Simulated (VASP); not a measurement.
CsSnBr3:

```
CELL_PARAMETERS angstrom
5.84115 0.00000 0.00000
0.00000 5.84115 0.00000
0.00000 0.00000 5.84115
ATOMIC_POSITIONS crystal
Cs 0.00000 0.00000 0.00000
Sn 0.50000 0.50000 0.50000
Br 0.50000 0.50000 0.00000
Br 0.50000 0.00000 0.50000
Br 0.00000 0.50000 0.50000
```

Base run:

| Property | Result |
| --- | --- |
| Program | VASP 6.6.1 |
| Functional | r2SCAN |
| Potentials or basis | VASP PAW PBE potentials, release 64 (Cs_sv, Sn_d, Br) |
| Cutoff | 550 eV |
| k mesh | 4 × 4 × 4 |
| Occupations | gaussian, width 0.01 eV |
| Spin | no spin polarisation |

Its results: band gap on the k mesh 0.69 eV, direct; pressure 0.0 GPa.

Question: The run is repeated on the same cell with these changes: functional from r2SCAN to PBE; cutoff from 550 eV to 500 eV; occupations from gaussian, width 0.01 eV to fermi-dirac, width 0.02 eV. What comes out?

Answer: Band gap on the k mesh 0.50 eV, direct; pressure 0.7 GPa.

Caveats: spin-orbit coupling is left out, which moves the levels of the heavy elements; the PAW data sets were made with another functional, which shifts forces and pressure a little (some runs).

A k mesh can miss the band edges.
